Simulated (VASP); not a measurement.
# Ti (P6_3/mmc) in VASP: a series of runs

Runs on Ti. Level: PBE. Tasks: single point.

Program: VASP 6.6.1. These are calculated values, not measurements. Logs are shortened: lines on timing, memory, paths and dates and some standing lists are left out, and cuts for length are marked.

## Step 1: The cell of the first run

It takes space group P6_3/mmc (No. 194, hexagonal). The conventional cell has a = 3.068 Å, b = 3.068 Å, c = 4.873 Å, α = 90.00°, β = 90.00°, γ = 120.00°. Ti (site symmetry -6m2) has 12 Ti at 3.01 to 3.07 Å within 4.0 Å.

## Step 2: Single point, PBE (strain +0.040 along x and y, +0.040 along z)

Input file INCAR:

```
  PREC = Accurate
  ENCUT = 520
  EDIFF = 1E-6
  ISMEAR = 0
  SIGMA = 0.15
  LREAL = False
  LASPH = True
  NELM = 100
  ALGO = Fast
  ISIF = 2
  LWAVE = False
  LCHARG = False
  GGA = PE
  NBANDS = 19
```

Input file KPOINTS:

```
Automatic mesh
0
Gamma
  18 18 10
```

Input file POSCAR:

```
Ti
1.0
    3.0679977748      0.0000000000      0.0000000000
   -1.5339988874      2.6569640117      0.0000000000
    0.0000000000      0.0000000000      4.8734400000
Ti
2
Direct
    0.3333333333      0.6666666667      0.2500000000
    0.6666666667      0.3333333333      0.7500000000
```

Potentials or basis: VASP PAW PBE potentials, release 64 (Ti_sv).

Started as:

```console
$ cat potpaw_PBE.64/Ti_sv/POTCAR > POTCAR
$ mpirun -np 1 vasp_std > vasp.out
```

OUTCAR:

```text
PREC = Accurate
   ENCUT = 520
   EDIFF = 1E-6
   ISMEAR = 0
   LREAL = False
   LASPH = True
   NELM = 100
   ISIF = 2
   GGA = PE

 ion  position               nearest neighbor table
   1  0.333  0.667  0.250-
   2  0.667  0.333  0.750-

  LATTYP: Found a hexagonal cell.
 ALAT       =     3.0679977748
 C/A-ratio  =     1.5884757284

  Lattice vectors:

 A1 = (   3.0679977748,   0.0000000000,   0.0000000000)
 A2 = (  -1.5339988874,   2.6569640117,   0.0000000000)
 A3 = (   0.0000000000,   0.0000000000,   4.8734400000)

Analysis of symmetry for initial positions (statically):
=====================================================================
 Subroutine PRICEL returns:
 Original cell was already a primitive cell.

 Routine SETGRP: Setting up the symmetry group for a
 hexagonal supercell.

 Subroutine GETGRP returns: Found 24 space group operations
 (whereof 12 operations were pure point group operations)
 out of a pool of 24 trial point group operations.

The static configuration has the point symmetry D_3d.
 The point group associated with its full space group is D_6h.

Analysis of symmetry for dynamics (positions and initial velocities):
=====================================================================
 Subroutine PRICEL returns:
 Original cell was already a primitive cell.

 Routine SETGRP: Setting up the symmetry group for a
 hexagonal supercell.

 Subroutine GETGRP returns: Found 24 space group operations
 (whereof 12 operations were pure point group operations)
 out of a pool of 24 trial point group operations.

The dynamic configuration has the point symmetry D_3d.
 The point group associated with its full space group is D_6h.

 Subroutine INISYM returns: Found 24 space group operations
 (whereof 12 operations are pure point group operations),
 and found     1 'primitive' translations

----------------------------------------------------------------------------------------

                                     Primitive cell

  volume of cell :      39.7261

  direct lattice vectors                    reciprocal lattice vectors
     3.067997775  0.000000000  0.000000000     0.325945478  0.188184709  0.000000000
    -1.533998887  2.656964012  0.000000000     0.000000000  0.376369418  0.000000000
     0.000000000  0.000000000  4.873440000     0.000000000  0.000000000  0.205193867

  length of vectors
     3.067997775  3.067997775  4.873440000     0.376369418  0.376369418  0.205193867

  position of ions in fractional coordinates (direct lattice)
     0.333333333  0.666666667  0.250000000
     0.666666667  0.333333333  0.750000000

  ion indices of the primitive-cell ions
   primitive index   ion index
                 1           1
                 2           2

----------------------------------------------------------------------------------------

 KPOINTS: Automatic mesh

Automatic generation of k-mesh.
 Grid dimensions read from file:
 generate k-points for:   18   18   10

 Generating k-lattice:

  Cartesian coordinates                     Fractional coordinates (reciprocal lattice)
     0.018108082  0.010454706  0.000000000     0.055555556  0.000000000  0.000000000
     0.000000000  0.020909412  0.000000000     0.000000000  0.055555556  0.000000000
     0.000000000  0.000000000  0.020519387     0.000000000  0.000000000  0.100000000

  Length of vectors
     0.020909412  0.020909412  0.020519387

  Shift w.r.t. Gamma in fractional coordinates (k-lattice)
     0.000000000  0.000000000  0.000000000

 Subroutine IBZKPT returns following result:
 ===========================================

 Found    222 irreducible k-points:

 Following reciprocal coordinates:
            Coordinates               Weight
  0.000000  0.000000  0.000000      1.000000
  0.055556  0.000000  0.000000      6.000000
  0.111111  0.000000  0.000000      6.000000
  0.166667  0.000000  0.000000      6.000000
  0.222222  0.000000  0.000000      6.000000
  0.277778 -0.000000  0.000000      6.000000
[... 16 lines left out ...]
  0.333333  0.111111  0.000000     12.000000
  0.388889  0.111111  0.000000     12.000000
 [... further k-points ...]
   k-points           NKPTS =    222   k-points in BZ     NKDIM =    222   number of bands    NBANDS=     19
   number of dos      NEDOS =    301   number of ions     NIONS =      2
   total plane-waves  NPLWV =  20736
   dimension x,y,z NGX =    24 NGY =   24 NGZ =   36
   dimension x,y,z NGXF=    48 NGYF=   48 NGZF=   72
   ions per type =               2
   NGX,Y,Z   is equivalent  to a cutoff of  13.00, 13.00, 12.28 a.u.
   NGXF,Y,Z  is equivalent  to a cutoff of  26.01, 26.01, 24.56 a.u.
 SYSTEM =  unknown system
   PREC   = accura    normal or accurate (medium, high low for compatibility)
   ISTART =      0    job   : 0-new  1-cont  2-samecut
   ICHARG =      2    charge: 1-file 2-atom 10-const
   ISPIN  =      1    spin polarized calculation?
   LNONCOLLINEAR =      F non collinear calculations
   LSORBIT =      F    spin-orbit coupling
   LASPH  =      T    aspherical Exc in radial PAW
   ENCUT  =  520.0 eV  38.22 Ry    6.18 a.u.   5.70  5.70  9.06*2*pi/ulx,y,z
   NELM   =    100;   NELMIN=  2; NELMDL= -5     # of ELM steps
   EDIFF  = 0.1E-05   stopping-criterion for ELM
   LREAL  =      F    real-space projection
[... 7 lines left out ...]
   TEBEG  =    0.0;   TEEND  =   0.0 temperature during run
   PSTRESS=    0.0 pullay stress
   NELECT =      24.0000    total number of electrons
   NUPDOWN=      -1.0000    fix difference up-down
   EMIN   =  10.00;   EMAX   =-10.00  energy-range for DOS
   EFERMI =   0.00;   METHOD = LEGACY
   ISMEAR =     0;   SIGMA  =   0.15  broadening in eV -4-tet -1-fermi 0-gaus
   EFERMI_NEDOS =   21; number of points for ismear=-14 and -15
   IALGO  =     68    algorithm
   IMIX   =      4    mixing-type and parameters
     AMIX     =   0.40;   BMIX     =  1.00
     AMIX_MAG =   1.60;   BMIX_MAG =  1.00
  volume/ion in A,a.u.               =      19.86       134.04
  Fermi-wavevector in a.u.,A,eV,Ry     =   1.383948  2.615283 26.059406  1.915312
  Thomas-Fermi vector in A             =   2.508498
   LORBIT       =      0    0 simple, 1 ext, 2 COOP (PROOUT), +10 PAW based schemes
   GGA     = PE    functional components
   LHFCALC =     F    Hartree Fock is set to
   AEXX    =    0.0000 exact exchange contribution
   IVDW    =     0    specifies the selected vdW correction
   LEPSILON=     F    determine dielectric tensor
   LRPA    =     F    only Hartree local field effects (RPA)
 non-spin polarized calculation
 RMM-DIIS sequential band-by-band and
 Gauss-broadening in eV      SIGMA  =   0.15
  energy-cutoff  :      520.00
  volume of cell :       39.73
 maximum number of plane-waves:      1087
 NGX is ok and might be reduce to    24
   NGX = 11   NGY = 11   NGZ = 19

 number of electron      24.0000002 magnetization

 Free energy of the ion-electron system (eV)
  ---------------------------------------------------
  ext. energy  EPLUGINS =         0.00000000
  ---------------------------------------------------
  free energy    TOTEN  =       -15.48100201 eV

  energy without entropy =      -15.45348927  energy(sigma->0) =      -15.46724564

 E-fermi :   6.9856     XC(G=0): -10.8799

 val. band max:        6.9820522527   @ k =   0.1667   0.0556   0.3000
 cond. band min:       6.9872629832   @ k =   0.3333   0.2222   0.3000
 fundamental gap:      0.0052107304
 Fermi energy:         6.9855800801

 k-point     1 :       0.0000    0.0000    0.0000
  band No.  band energies     occupation
      1     -50.1041      2.00000
      2     -50.0268      2.00000
      3     -26.5608      2.00000
      4     -26.1377      2.00000
      5     -26.1377      2.00000
      6     -26.1099      2.00000
[... 11 lines left out ...]
     18       8.3886      0.00000
     19       9.6483      0.00000

 k-point     2 :       0.0556    0.0000    0.0000
  band No.  band energies     occupation
      1     -50.1024      2.00000
      2     -50.0261      2.00000
      3     -26.5565      2.00000
      4     -26.1466      2.00000
      5     -26.1407      2.00000
      6     -26.1118      2.00000
[... 11 lines left out ...]
     18       8.3485      0.00000
     19       9.6692      0.00000

 k-point     3 :       0.1111    0.0000    0.0000
  band No.  band energies     occupation
      1     -50.0973      2.00000
      2     -50.0241      2.00000
      3     -26.5438      2.00000
      4     -26.1721      2.00000
      5     -26.1492      2.00000
      6     -26.1174      2.00000
[... 11 lines left out ...]
     18       8.2629      0.00000
     19       9.7213      0.00000

 k-point     4 :       0.1667    0.0000    0.0000
  band No.  band energies     occupation
      1     -50.0894      2.00000
      2     -50.0212      2.00000
      3     -26.5236      2.00000
      4     -26.2115      2.00000
      5     -26.1619      2.00000
      6     -26.1479      2.00000
[... 11 lines left out ...]
     18       8.4742      0.00000
     19       9.7855      0.00000

 k-point     5 :       0.2222    0.0000    0.0000
  band No.  band energies     occupation
      1     -50.0794      2.00000
      2     -50.0179      2.00000
      3     -26.4971      2.00000
      4     -26.2602      2.00000
      5     -26.1961      2.00000
      6     -26.1771      2.00000
[... 11 lines left out ...]
     18       8.7468      0.00000
     19       9.8463      0.00000

 k-point     6 :       0.2778   -0.0000    0.0000
  band No.  band energies     occupation
      1     -50.0682      2.00000
      2     -50.0149      2.00000
      3     -26.4663      2.00000
      4     -26.3124      2.00000
      5     -26.2463      2.00000
      6     -26.1929      2.00000
[... 11 lines left out ...]
     18       9.0567      0.00000
     19       9.8961      0.00000

 k-point     7 :       0.3333    0.0000    0.0000
  band No.  band energies     occupation
      1     -50.0571      2.00000
      2     -50.0126      2.00000
      3     -26.4335      2.00000
      4     -26.3617      2.00000
      5     -26.2926      2.00000
      6     -26.2074      2.00000
[... 11 lines left out ...]
     18       9.3746      0.00000
     19       9.9328      0.00000

 k-point     8 :       0.3889    0.0000    0.0000
  band No.  band energies     occupation
      1     -50.0472      2.00000
      2     -50.0117      2.00000
      3     -26.4021      2.00000
      4     -26.4021      2.00000
      5     -26.3297      2.00000
      6     -26.2191      2.00000
[... 256 lines left out ...]
 k-point    20 :       0.1667    0.1111    0.0000
  band No.  band energies     occupation
      1     -50.0753      2.00000
      2     -50.0167      2.00000
      3     -26.4863      2.00000
      4     -26.2635      2.00000
      5     -26.2356      2.00000
      6     -26.1668      2.00000
[... 11 lines left out ...]
     18       8.9746      0.00000
     19       9.8238      0.00000

 k-point    21 :       0.2222    0.1111    0.0000
  band No.  band energies     occupation
      1     -50.0647      2.00000
      2     -50.0141      2.00000
      3     -26.4563      2.00000
      4     -26.3105      2.00000
      5     -26.2719      2.00000
      6     -26.1907      2.00000
[... 11 lines left out ...]
     18       9.3307      0.00000
     19       9.8545      0.00000

 k-point    22 :       0.2778    0.1111    0.0000
  band No.  band energies     occupation
      1     -50.0540      2.00000
      2     -50.0122      2.00000
      3     -26.4241      2.00000
      4     -26.3564      2.00000
      5     -26.3038      2.00000
      6     -26.2135      2.00000
[... 11 lines left out ...]
     18       9.7140      0.00000
     19       9.8782      0.00000

 k-point    23 :       0.3333    0.1111    0.0000
  band No.  band energies     occupation
      1     -50.0444      2.00000
      2     -50.0116      2.00000
      3     -26.3941      2.00000
      4     -26.3929      2.00000
      5     -26.3295      2.00000
      6     -26.2320      2.00000
[... 11 lines left out ...]
     18       9.8939      0.00000
     19      10.1109      0.00000

 k-point    24 :       0.3889    0.1111    0.0000
  band No.  band energies     occupation
      1     -50.0373      2.00000
      2     -50.0119      2.00000
      3     -26.4187      2.00000
      4     -26.3677      2.00000
      5     -26.3463      2.00000
      6     -26.2439      2.00000
[... 11 lines left out ...]
     18       9.9026      0.00000
     19      10.5186      0.00000

 [... further k-points ...]

------------------------ aborting loop because EDIFF is reached ----------------------------------------

  FORCE on cell =-STRESS in cart. coord.  units (eV):
  Direction    XX          YY          ZZ          XY          YZ          ZX
  --------------------------------------------------------------------------------------
  -------------------------------------------------------------------------------------
  Total       -2.8644927     -2.8644927     -2.9910672      0.0000000     -0.0000000      0.0000000
  in kB     -115.5265932   -115.5265932   -120.6314144      0.0000000     -0.0000000      0.0000000
  external PRESSURE =    -117.2282003 kB  Pullay stress =       0.0000000 kB

 VOLUME and BASIS-vectors are now :
 -----------------------------------------------------------------------------
  energy-cutoff  :      520.00
  volume of cell :       39.73
      direct lattice vectors                 reciprocal lattice vectors
     3.067997775  0.000000000  0.000000000     0.325945478  0.188184709  0.000000000
    -1.533998887  2.656964012  0.000000000     0.000000000  0.376369418  0.000000000
     0.000000000  0.000000000  4.873440000     0.000000000  0.000000000  0.205193867

 POSITION                                       TOTAL-FORCE (eV/Angst)
 -----------------------------------------------------------------------------------
     -0.00000      1.77131      1.21836         0.000000     -0.000000      0.000000
      1.53400      0.88565      3.65508        -0.000000      0.000000      0.000000
 -----------------------------------------------------------------------------------
    total drift:                                0.000000     -0.000000      0.000000

  FREE ENERGIE OF THE ION-ELECTRON SYSTEM (eV)
  ---------------------------------------------------
  free  energy   TOTEN  =       -15.4810020112 eV

  energy  without entropy=      -15.4534892701  energy(sigma->0) =      -15.46724564
```

Wall time 3.4 min (1 thread of Intel Xeon Platinum 8488C (Sapphire Rapids), shared host); peak memory 0.25 GiB.

Results:

| Property | Result |
| --- | --- |
| Free energy | -15.4810 eV |
| Pressure | -11.7 GPa |
| Band gap on the k mesh | zero (bands 12 and 13 overlap by 1.01 eV) |

Caveat: the cell differs from its parent crystal (strain +0.040 along x and y, +0.040 along z); the cell stands under tension.

## Step 3: Single point, PBE (strain +0.080 along x and y, +0.000 along z)

Input file INCAR:

```
PREC = Accurate
ENCUT = 520
EDIFF = 1E-6
ISMEAR = 0
SIGMA = 0.15
LREAL = False
LASPH = True
NELM = 80
ALGO = Fast
ISIF = 2
LWAVE = False
LCHARG = False
GGA = PE
NBANDS = 19
```

KPOINTS is that of step 2.

Input file POSCAR:

```
Ti
1.0
    3.1859976892      0.0000000000      0.0000000000
   -1.5929988446      2.7591549353      0.0000000000
    0.0000000000      0.0000000000      4.6860000000
Ti
2
Direct
    0.3333333333      0.6666666667      0.2500000000
    0.6666666667      0.3333333333      0.7500000000
```

Potentials or basis: VASP PAW PBE potentials, release 64 (Ti_sv).

Started as:

```console
$ cat potpaw_PBE.64/Ti_sv/POTCAR > POTCAR
$ mpirun -np 1 vasp_std > vasp.out
```

Wall time 3.8 min (1 thread of Intel Xeon Platinum 8488C (Sapphire Rapids), shared host); peak memory 0.25 GiB.

It converged, with:

```yaml
Free_energy: -15.3323 eV
Pressure: -13.6 GPa
Band_gap_on_the_k_mesh: zero (bands 12 and 13 overlap by 0.93 eV)
```

Stress tensor (GPa, compression positive):
```
-15.35   0.00   0.00
  0.00 -15.35   0.00
  0.00   0.00 -10.18
```

Levels at points of the mesh, in eV from the Fermi level:
| k point | band 10 | band 11 | band 12 | band 13 | band 14 | band 15 |
| --- | --- | --- | --- | --- | --- | --- |
| (0.00, 0.00, 0.00) | -2.22 | 0.59 | 0.59 | 1.04 | 1.04 | 1.04 |
| (0.50, 0.00, 0.00) | -1.75 | -1.38 | -0.95 | 0.15 | 0.70 | 1.21 |
| (0.00, 0.00, 0.50) | -3.95 | 0.32 | 0.32 | 0.40 | 0.40 | 0.40 |
| (0.50, 0.00, 0.50) | -2.13 | -0.55 | -0.55 | 0.94 | 0.94 | 1.24 |

Caveat: the cell differs from its parent crystal (strain +0.080 along x and y, +0.000 along z); the stress differs along the axes, from -15 to -10 GPa.

## Step 4: Single point, PBE (strain +0.040 along x and y, +0.080 along z)

Input file INCAR:

```
SYSTEM = Ti
PREC = Accurate
ENCUT = 520
EDIFF = 1E-6
ISMEAR = 0
SIGMA = 0.15
LREAL = .False.
LASPH = .True.
NELM = 80
ALGO = Fast
ISIF = 2
LWAVE = .False.
LCHARG = .True.
GGA = PE
LELF = .True.
LVHAR = .True.
NBANDS = 19
```

Input file KPOINTS:

```
Automatic mesh
0
Gamma
  18 18 10
  0 0 0
```

Input file POSCAR:

```
Ti
1.0
    3.0679977748      0.0000000000      0.0000000000
   -1.5339988874      2.6569640117      0.0000000000
    0.0000000000      0.0000000000      5.0608800000
Ti
2
Direct
    0.3333333333      0.6666666667      0.2500000000
    0.6666666667      0.3333333333      0.7500000000
```

Started as:

```console
$ cat potpaw_PBE.64/Ti_sv/POTCAR > POTCAR
$ mpirun -np 1 vasp_std > vasp.out
```

It took 4.2 min on 1 thread of Intel Xeon Platinum 8488C (Sapphire Rapids), shared host; peak memory 0.26 GiB.

Results (log left out):

| Quantity | Value |
| --- | --- |
| Free energy | -15.3459 eV |
| Pressure | -13.8 GPa |
| Band gap on the k mesh | zero (bands 12 and 13 overlap by 0.83 eV) |

Stress tensor (GPa, compression positive):
```
-12.71   0.00   0.00
  0.00 -12.71   0.00
  0.00   0.00 -16.12
```

Levels at points of the mesh, in eV from the Fermi level:
```tsv
k point	band 10	band 11	band 12	band 13	band 14	band 15
(0.00, 0.00, 0.00)	-2.35	0.13	0.55	0.71	0.71	1.04
(0.50, 0.00, 0.00)	-1.70	-1.46	-0.57	0.40	0.61	0.82
(0.00, 0.00, 0.50)	-4.20	-0.04	-0.04	0.68	0.68	0.68
(0.50, 0.00, 0.50)	-2.11	-0.69	-0.69	1.00	1.00	1.52
```

Caveat: the cell differs from its parent crystal (strain +0.040 along x and y, +0.080 along z); the cell stands under tension.

(Continued in part 2 of 2.)
